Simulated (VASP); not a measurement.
# W8C9 in VASP: further runs

The runs below take W8C9 through single point, with PBE+D3(BJ).

Everything below comes from runs of VASP 6.6.1. Logs are shortened: lines on timing, memory, paths and dates and some standing lists are left out, and cuts for length are marked.

## 1. The cell of the first run

The cell holds a slab with vacuum, 17 atoms: a = 5.833 Å, b = 5.679 Å, c = 17.210 Å, α = 90.00°, β = 90.00°, γ = 90.00°.

## 2. Single point, PBE+D3(BJ)

The input, INCAR:

```
PREC     = Accurate       # precision mode
ENCUT    = 520            # plane-wave cutoff, eV
EDIFF    = 1E-7           # SCF threshold, eV
ISMEAR   = -1             # smearing method
SIGMA    = 0.15           # smearing width, eV
LREAL    = Auto         
LASPH    = T              # aspherical terms in the spheres
NELM     = 80             # most SCF steps
ALGO     = Normal         # electronic algorithm
ISIF     = 2              # what is computed and relaxed
LWAVE    = F              # write WAVECAR
LCHARG   = F              # write CHGCAR
GGA      = PE             # functional
IVDW     = 12             # dispersion correction
NBANDS   = 88             # bands
```

The input, KPOINTS:

```
regular mesh
0
Gamma
  3 3 1
```

The input, POSCAR:

```
W8C9
1.0
    5.8331890000      0.0000000000      0.0000000000
    0.0000000000      5.6788720000      0.0000000000
    0.0000000000      0.0000000000     17.2097410000
W C
8 9
Direct
    0.0000000000      0.0000000000      0.0581066000
    0.2513370459      0.0056200151      0.2027523091
    0.0000000000      0.5000000000      0.0581066000
    0.2537424715      0.4976246076      0.2037695461
    0.5000000000      0.0000000000      0.0581066000
    0.7466952395      0.0011441718      0.1937291816
    0.5000000000      0.5000000000      0.0581066000
    0.7570157498      0.5014160888      0.2083117651
    0.4932617552      0.2536289919      0.1488810492
    0.2204646250      0.2496302032      0.2828053363
    0.5142004738      0.7456524601      0.1435148538
    0.4673321787      0.7468533681      0.2608881948
    0.9861194339      0.2518958867      0.1475242540
    0.7465593023      0.2321046510      0.2965187498
    1.0065511808      0.7477003278      0.1555392737
    0.6906293158      0.7824969624      0.2963126398
    0.7427424464      0.0155451273      0.3188759329
```

Potentials or basis: VASP PAW PBE potentials, release 64 (W_sv, C).

On the command line:

```
cat potpaw_PBE.64/W_sv/POTCAR potpaw_PBE.64/C/POTCAR > POTCAR
mpirun -np 1 vasp_std > vasp.out
```

OUTCAR:

```text
PREC = Accurate
   ENCUT = 520
   EDIFF = 1E-7
   ISMEAR = -1
   LREAL = Auto
   LASPH = T
   NELM = 80
   ISIF = 2
   GGA = PE
   IVDW = 12
 IVDW          = 12

 ion  position               nearest neighbor table
   1  0.000  0.000  0.058-  13 2.10  15 2.21   6 2.76   3 2.84   3 2.84   2 2.89   5 2.92   5 2.92

   2  0.251  0.006  0.203-  10 1.96  12 2.18   9 2.20  15 2.20  13 2.29  11 2.36   4 2.79   5 2.88
                             4 2.88   1 2.89   6 2.89   6 2.95
   3  0.000  0.500  0.058-  13 2.09  15 2.19   1 2.84   1 2.84   4 2.91   7 2.92   7 2.92   8 2.95

   4  0.254  0.498  0.204-  10 1.97  12 2.13   9 2.18  15 2.19  13 2.31  11 2.32   2 2.79   2 2.88
                             7 2.89   8 2.90   3 2.91   8 2.94
   5  0.500  0.000  0.058-  11 2.06   9 2.13   6 2.74   7 2.84   7 2.84   2 2.88   1 2.92   1 2.92

   6  0.747  0.001  0.194-  13 2.15  17 2.16  11 2.17  16 2.18  15 2.19   9 2.20  14 2.20  12 2.47
                             5 2.74   1 2.76   8 2.85   8 2.85   2 2.89   2 2.95
   7  0.500  0.500  0.058-  11 2.03   9 2.10   5 2.84   5 2.84   4 2.89   3 2.92   3 2.92   8 2.99

   8  0.757  0.501  0.208-  14 2.16  13 2.21  15 2.21  16 2.23  11 2.27   9 2.32  12 2.37   6 2.85
                             6 2.85   4 2.90   4 2.94   3 2.95   7 2.99
   9  0.493  0.254  0.149-   7 2.10   5 2.13   4 2.18   2 2.20   6 2.20   8 2.32
  10  0.220  0.250  0.283-   2 1.96   4 1.97
  11  0.514  0.746  0.144-   7 2.03  12 2.04   5 2.06   6 2.17   8 2.27   4 2.32   2 2.36
  12  0.467  0.747  0.261-  16 1.45  11 2.04   4 2.13   2 2.18   8 2.37   6 2.47
  13  0.986  0.252  0.148-   3 2.09   1 2.10   6 2.15   8 2.21   2 2.29   4 2.31
  14  0.747  0.232  0.297-  17 1.29   8 2.16   6 2.20
  15  0.007  0.748  0.156-   4 2.19   3 2.19   6 2.19   2 2.20   1 2.21   8 2.21
  16  0.691  0.782  0.296-  17 1.41  12 1.45   6 2.18   8 2.23
  17  0.743  0.016  0.319-  14 1.29  16 1.41   6 2.16

  LATTYP: Found a simple orthorhombic cell.
 ALAT       =     5.6788720000
 B/A-ratio  =     1.0271738824
 C/A-ratio  =     3.0304858077

  Lattice vectors:

 A1 = (   0.0000000000,  -5.6788720000,   0.0000000000)
 A2 = (   5.8331890000,   0.0000000000,   0.0000000000)
 A3 = (   0.0000000000,   0.0000000000,  17.2097410000)

Analysis of symmetry for initial positions (statically):
=====================================================================
 Subroutine PRICEL returns:
 Original cell was already a primitive cell.

 Routine SETGRP: Setting up the symmetry group for a
 simple orthorhombic supercell.

 Subroutine GETGRP returns: Found  1 space group operations
 (whereof  1 operations were pure point group operations)
 out of a pool of  8 trial point group operations.

The static configuration has the point symmetry C_1 .

Analysis of symmetry for dynamics (positions and initial velocities):
=====================================================================
 Subroutine PRICEL returns:
 Original cell was already a primitive cell.

 Routine SETGRP: Setting up the symmetry group for a
 simple orthorhombic supercell.

 Subroutine GETGRP returns: Found  1 space group operations
 (whereof  1 operations were pure point group operations)
 out of a pool of  8 trial point group operations.

The dynamic configuration has the point symmetry C_1 .

 Subroutine INISYM returns: Found  1 space group operations
 (whereof  1 operations are pure point group operations),
 and found     1 'primitive' translations

----------------------------------------------------------------------------------------

                                     Primitive cell

  volume of cell :     570.0887

  direct lattice vectors                    reciprocal lattice vectors
     5.833189000  0.000000000  0.000000000     0.171432813  0.000000000  0.000000000
     0.000000000  5.678872000  0.000000000     0.000000000  0.176091308  0.000000000
     0.000000000  0.000000000 17.209741000     0.000000000  0.000000000  0.058106627

  length of vectors
     5.833189000  5.678872000 17.209741000     0.171432813  0.176091308  0.058106627

  position of ions in fractional coordinates (direct lattice)
     0.000000000  0.000000000  0.058106600
     0.251337046  0.005620015  0.202752309
     0.000000000  0.500000000  0.058106600
     0.253742471  0.497624608  0.203769546
     0.500000000  0.000000000  0.058106600
     0.746695239  0.001144172  0.193729182
[... 9 lines left out ...]
     0.690629316  0.782496962  0.296312640
     0.742742446  0.015545127  0.318875933

  ion indices of the primitive-cell ions
   primitive index   ion index
                 1           1
                 2           2
                 3           3
                 4           4
                 5           5
                 6           6
[... 9 lines left out ...]
                16          16
                17          17

----------------------------------------------------------------------------------------

 KPOINTS: regular mesh
[... 37 lines left out ...]
   NGXF,Y,Z  is equivalent  to a cutoff of  27.36, 24.59, 24.73 a.u.
 SYSTEM =  unknown system
   PREC   = accura    normal or accurate (medium, high low for compatibility)
   ISTART =      0    job   : 0-new  1-cont  2-samecut
   ICHARG =      2    charge: 1-file 2-atom 10-const
   ISPIN  =      1    spin polarized calculation?
   LNONCOLLINEAR =      F non collinear calculations
   LSORBIT =      F    spin-orbit coupling
   LASPH  =      T    aspherical Exc in radial PAW
   ENCUT  =  520.0 eV  38.22 Ry    6.18 a.u.  10.85 10.56 32.00*2*pi/ulx,y,z
   NELM   =     80;   NELMIN=  2; NELMDL= -5     # of ELM steps
   EDIFF  = 0.1E-06   stopping-criterion for ELM
   LREAL  =      T    real-space projection
   EDIFFG = 0.1E-05   stopping-criterion for IOM
   NSW    =      0    number of steps for IOM
   IBRION =     -1    ionic relax: 0-MD 1-quasi-New 2-CG
   NFREE  =      0    steps in history (QN), initial steepest desc. (CG)
   ISIF   =      2    stress and relaxation
   ISYM   =      2    0-nonsym 1-usesym 2-fastsym
   POTIM  = 0.5000    time-step for ionic-motion
   TEBEG  =    0.0;   TEEND  =   0.0 temperature during run
   PSTRESS=    0.0 pullay stress
   NELECT =     148.0000    total number of electrons
   NUPDOWN=      -1.0000    fix difference up-down
   EMIN   =  10.00;   EMAX   =-10.00  energy-range for DOS
   EFERMI =   0.00;   METHOD = LEGACY
   ISMEAR =    -1;   SIGMA  =   0.15  broadening in eV -4-tet -1-fermi 0-gaus
   EFERMI_NEDOS =   21; number of points for ismear=-14 and -15
   IALGO  =     38    algorithm
   IMIX   =      4    mixing-type and parameters
     AMIX     =   0.40;   BMIX     =  1.00
     AMIX_MAG =   1.60;   BMIX_MAG =  1.00
  volume/ion in A,a.u.               =      33.53       226.30
  Fermi-wavevector in a.u.,A,eV,Ry     =   1.044354  1.973544 14.839550  1.090676
  Thomas-Fermi vector in A             =   2.179103
   LORBIT       =      0    0 simple, 1 ext, 2 COOP (PROOUT), +10 PAW based schemes
   GGA     = PE    functional components
   LHFCALC =     F    Hartree Fock is set to
   AEXX    =    0.0000 exact exchange contribution
   IVDW    =    12    specifies the selected vdW correction
   LEPSILON=     F    determine dielectric tensor
   LRPA    =     F    only Hartree local field effects (RPA)
 non-spin polarized calculation
  energy-cutoff  :      520.00
  volume of cell :      570.09
 maximum number of plane-waves:     15380
 NGX is ok and might be reduce to    48
   NGX = 21   NGY = 21   NGZ = 63

 number of electron     148.0000002 magnetization

 Free energy of the ion-electron system (eV)
  ---------------------------------------------------
  ext. energy  EPLUGINS =         0.00000000
  ---------------------------------------------------
  free energy    TOTEN  =      -166.82676584 eV

  energy without entropy =     -166.13648614  energy(sigma->0) =     -166.48162599

 E-fermi :   0.0510     XC(G=0):  -5.4729

 val. band max:        0.0002192402   @ k =  -0.3333   0.3333   0.0000
 cond. band min:       0.1464810978   @ k =   0.3333   0.3333   0.0000
 fundamental gap:      0.1462618576
 Fermi energy:         0.0509993950

 k-point     1 :       0.0000    0.0000    0.0000
  band No.  band energies     occupation
      1     -74.6971      2.00000
      2     -74.4614      2.00000
      3     -74.3867      2.00000
      4     -74.3293      2.00000
      5     -74.2712      2.00000
      6     -74.2145      2.00000
[... 434 lines left out ...]
     85       1.7813      0.00002
     86       1.9304      0.00001
 [bands above 86 left out]

------------------------ aborting loop because EDIFF is reached ----------------------------------------

 Edisp (eV)   -4.37123

 E8    (eV) :    -2.0579

  FORCE on cell =-STRESS in cart. coord.  units (eV):
  Direction    XX          YY          ZZ          XY          YZ          ZX
  --------------------------------------------------------------------------------------
  -------------------------------------------------------------------------------------
  Total     -15.06652    -9.49719     0.82998    -0.36501    -0.03914    -0.04842
  in kB     -42.34294   -26.69089     2.33258    -1.02583    -0.10999    -0.13608
  external pressure =      -22.23 kB  Pullay stress =        0.00 kB

 VOLUME and BASIS-vectors are now :
 -----------------------------------------------------------------------------
  energy-cutoff  :      520.00
  volume of cell :      570.09
      direct lattice vectors                 reciprocal lattice vectors
     5.833189000  0.000000000  0.000000000     0.171432813  0.000000000  0.000000000
     0.000000000  5.678872000  0.000000000     0.000000000  0.176091308  0.000000000
     0.000000000  0.000000000 17.209741000     0.000000000  0.000000000  0.058106627

 POSITION                                       TOTAL-FORCE (eV/Angst)
 -----------------------------------------------------------------------------------
      0.00000      0.00000      1.00000         0.268276     -0.139386     -0.325536
      1.46610      0.03192      3.48931        -0.000840     -0.082107     -0.001812
      0.00000      2.83944      1.00000         0.046977      0.217682      0.887119
      1.48013      2.82595      3.50682        -0.011354      0.057362      0.003778
      2.91659      0.00000      1.00000        -0.342829      0.302168     -0.819832
      4.35561      0.00650      3.33403         0.041352      0.023356     -0.028640
[... 9 lines left out ...]
      4.02857      4.44370      5.09946         0.025431     -0.002496      0.064411
      4.33256      0.08828      5.48777        -0.009016     -0.098250      0.061552
 -----------------------------------------------------------------------------------
    total drift:                               -0.000496     -0.012286      0.022285

  FREE ENERGIE OF THE ION-ELECTRON SYSTEM (eV)
  ---------------------------------------------------
  free  energy   TOTEN  =      -171.1979933906 eV

  energy  without entropy=     -170.5077136914  energy(sigma->0) =     -170.85285354
```

Wall time 5.8 min (1 thread of Intel Xeon Platinum 8559C (Emerald Rapids), shared host); peak memory 0.62 GiB.

Results:

| Quantity | Value |
| --- | --- |
| Free energy | -171.1980 eV |
| Largest force | 0.939 eV/Å |
| Band gap on the k mesh | zero (bands 74 and 75 overlap by 0.22 eV) |
| Dispersion energy per atom | -0.257 eV |

Forces in eV/Å, atoms in the order of the input:
```
W    0.268 -0.139 -0.326
W   -0.001 -0.082 -0.002
W    0.047  0.218  0.887
W   -0.011  0.057  0.004
W   -0.343  0.302 -0.820
W    0.041  0.023 -0.029
W    0.037 -0.378  0.029
W    0.019 -0.018  0.001
C   -0.003 -0.005  0.009
C   -0.028  0.002  0.110
C   -0.002  0.006 -0.020
C   -0.038 -0.009  0.026
C   -0.001  0.018 -0.003
C    0.015  0.104  0.019
C   -0.017  0.002 -0.011
C    0.025 -0.002  0.064
C   -0.009 -0.098  0.062
```

Levels at points of the mesh, in eV from the Fermi level:
| k point | band 72 | band 73 | band 74 | band 75 | band 76 | band 77 |
| --- | --- | --- | --- | --- | --- | --- |
| (0.00, 0.00, 0.00) | -0.31 | -0.25 | 0.17 | 0.33 | 0.64 | 0.91 |

Caveat: the k points lie up to 0.37 Å⁻¹ apart; there is no dipole correction, which matters where the two faces differ; spin-orbit coupling is left out, which moves the levels of the heavy elements.

## 3. Single point, PBE+D3(BJ)

The input, INCAR:

```
SYSTEM = W8C9
ALGO = Normal
EDIFF = 1E-7
ENCUT = 520
GGA = PE
ISIF = 2
ISMEAR = -1
IVDW = 12
LASPH = .True.
LCHARG = .False.
LREAL = Auto
LWAVE = .False.
NBANDS = 88
NELM = 60
PREC = Accurate
SIGMA = 0.002
```

The input, KPOINTS:

```
k-points
0
Gamma
  3 3 1
  0 0 0
```

The input, POSCAR:

```
W8C9
1.0
    5.8331890000      0.0000000000      0.0000000000
    0.0000000000      5.6788720000      0.0000000000
    0.0000000000      0.0000000000     17.2097410000
W C
8 9
Direct
    0.0000000000      0.0000000000      0.0581066269
    0.2462118063      0.0071669162      0.2055754354
    0.0000000000      0.4999936607      0.0581066269
    0.2441374692      0.4954328958      0.2045469481
    0.5000009429      0.0000000000      0.0581066269
    0.7542529481     -0.0053707849      0.1943666671
    0.5000009429      0.4999936607      0.0581066269
    0.7533614975      0.4948517945      0.2050757185
    0.4855320134      0.2504370586      0.1488575569
    0.2355829719      0.2537475752      0.2847224720
    0.5129269770      0.7407985248      0.1446448264
    0.4658000967      0.7562065143      0.2627930310
    0.9822585896      0.2534658291      0.1478523122
    0.7464870417      0.2354869066      0.2974710660
    1.0037562644      0.7444612240      0.1604963143
    0.6914399653      0.7868640110      0.2975349832
    0.7516471693      0.0185424148      0.3194353709
```

Potentials or basis: VASP PAW PBE potentials, release 64 (W_sv, C).

On the command line:

```
cat potpaw_PBE.64/W_sv/POTCAR potpaw_PBE.64/C/POTCAR > POTCAR
mpirun -np 1 vasp_std > vasp.out
```

Run time: 6.2 min. Hardware: 1 thread of Intel Xeon Platinum 8559C (Emerald Rapids), shared host; peak memory 0.61 GiB.

It converged, with:

| Property | Result |
| --- | --- |
| Free energy | -170.6362 eV |
| Largest force | 1.686 eV/Å |
| Band gap on the k mesh | zero (bands 74 and 75 overlap by 0.19 eV) |
| Dispersion energy per atom | -0.257 eV |

Forces in eV/Å, atoms in the order of the input:
```
W    0.303 -0.333 -0.281
W    0.733 -0.115 -0.105
W    0.067  0.330  0.614
W    1.367  0.344  0.279
W   -0.377 -0.073 -0.310
W   -1.521  0.700 -0.202
W   -0.239 -0.542  0.119
W   -0.473  0.652  1.323
C    0.325 -0.017 -0.018
C   -0.302 -0.269  0.230
C   -0.018  0.489  0.094
C   -0.031 -0.344 -0.387
C    0.225 -0.230 -0.023
C    0.192 -0.039 -0.436
C    0.095  0.163 -0.794
C   -0.095 -0.529 -0.125
C   -0.251 -0.187  0.022
```

Levels at points of the mesh, in eV from the Fermi level:
| k point | band 71 | band 72 | band 73 | band 74 | band 75 | band 76 | band 77 | band 78 |
| --- | --- | --- | --- | --- | --- | --- | --- | --- |
| (0.00, 0.00, 0.00) | -0.53 | -0.23 | -0.21 | 0.19 | 0.38 | 0.71 | 0.95 | 1.19 |

Caveat: the k points lie up to 0.37 Å⁻¹ apart; there is no dipole correction, which matters where the two faces differ; spin-orbit coupling is left out, which moves the levels of the heavy elements.

## 4. Single point, PBE+D3(BJ)

The input, INCAR:

```
ALGO = Normal
EDIFF = 1E-7
ENCUT = 520
GGA = PE
ISIF = 2
ISMEAR = -1
IVDW = 12
LASPH = T
LCHARG = F
LREAL = Auto
LWAVE = F
NBANDS = 88
NELM = 60
PREC = Accurate
SIGMA = 0.002
```

The input, KPOINTS:

```
k-points
0
Gamma
  3 3 1
```

The input, POSCAR:

```
W8C9
1.0
    5.8331890000      0.0000000000      0.0000000000
    0.0000000000      5.6788720000      0.0000000000
    0.0000000000      0.0000000000     17.2097410000
W C
8 9
Direct
    0.0000000000      0.0000000000      0.0581066269
    0.2451832094      0.0082410732      0.2080740204
    0.0000000000      0.4999936607      0.0581066269
    0.2417716964      0.4943235206      0.2058485366
    0.5000009429      0.0000000000      0.0581066269
    0.7537729362     -0.0080473728      0.1945700403
    0.5000009429      0.4999936607      0.0581066269
    0.7480470803      0.4923160797      0.2041866871
    0.4961094180      0.2499616121      0.1503799505
    0.2275084864      0.2453304107      0.2875987500
    0.5043039065      0.7522092416      0.1465100492
    0.4647372132      0.7362905873      0.2553147081
    0.9912588123      0.2464045677      0.1480266321
    0.7581444729      0.2186173592      0.2919218831
    1.0050762970      0.7484937149      0.1496187537
    0.6895713477      0.7723893055      0.2936592712
    0.7374353891      0.0041381457      0.3168205727
```

On the command line:

```
cat potpaw_PBE.64/W_sv/POTCAR potpaw_PBE.64/C/POTCAR > POTCAR
mpirun -np 1 vasp_std > vasp.out
```

Wall time 5.3 min (1 thread of Intel Xeon Platinum 8559C (Emerald Rapids), shared host); peak memory 0.61 GiB.

Results (log left out):

```
Free energy                : -170.5073 eV
Largest force              : 1.537 eV/Å
Band gap on the k mesh     : zero (bands 74 and 75 overlap by 0.11 eV)
Dispersion energy per atom : -0.258 eV
```

Forces in eV/Å, atoms in the order of the input:
```
W    0.396 -0.267 -0.912
W    0.439 -0.141 -1.093
W    0.049 -0.068  0.414
W    0.236 -0.565 -0.470
W   -0.377  0.283 -0.400
W   -0.514  0.580 -1.327
W   -0.326 -0.279  0.616
W    1.067  0.234  0.658
C   -0.412  0.053 -0.104
C    0.016  0.442 -0.140
C   -0.049 -0.897 -0.115
C    0.202  0.217  0.566
C   -0.331  0.270 -0.005
C   -0.353  0.325  0.790
C   -0.136 -0.301  1.183
C   -0.166 -0.197 -0.102
C    0.258  0.312  0.442
```

Levels at points of the mesh, in eV from the Fermi level:
| k point | band 70 | band 71 | band 72 | band 73 | band 74 | band 75 | band 76 | band 77 | band 78 | band 79 |
| --- | --- | --- | --- | --- | --- | --- | --- | --- | --- | --- |
| (0.00, 0.00, 0.00) | -0.67 | -0.54 | -0.36 | -0.32 | 0.11 | 0.34 | 0.64 | 0.90 | 1.16 | 1.36 |

Caveat: the k points lie up to 0.37 Å⁻¹ apart; there is no dipole correction, which matters where the two faces differ; spin-orbit coupling is left out, which moves the levels of the heavy elements.

## 5. Overview

| cell | smearing | gap on the mesh (eV) | largest force (eV/Å) |
| --- | --- | --- | --- |
| as given, atomic positions A | fermi-dirac 0.15 eV | none | 0.94 |
| as given, atomic positions B | fermi-dirac 0.002 eV | none | 1.69 |
| as given, atomic positions C | fermi-dirac 0.002 eV | none | 1.54 |

Alike in all rows: task single point; level PBE+D3(BJ); potentials or basis VASP PAW PBE potentials, release 64 (W_sv, C); no spin polarisation; k mesh 3 × 3 × 1; cutoff (eV) 520.

Caveats: all runs use coarse meshes; there is no dipole correction, which matters where the two faces differ; spin-orbit coupling is left out, which moves the levels of the heavy elements.

Total energies depend on the potentials used, so only differences within one code and one set of settings carry meaning.

The gap in the log of VASP goes by the Fermi energy; the results here count the filled bands.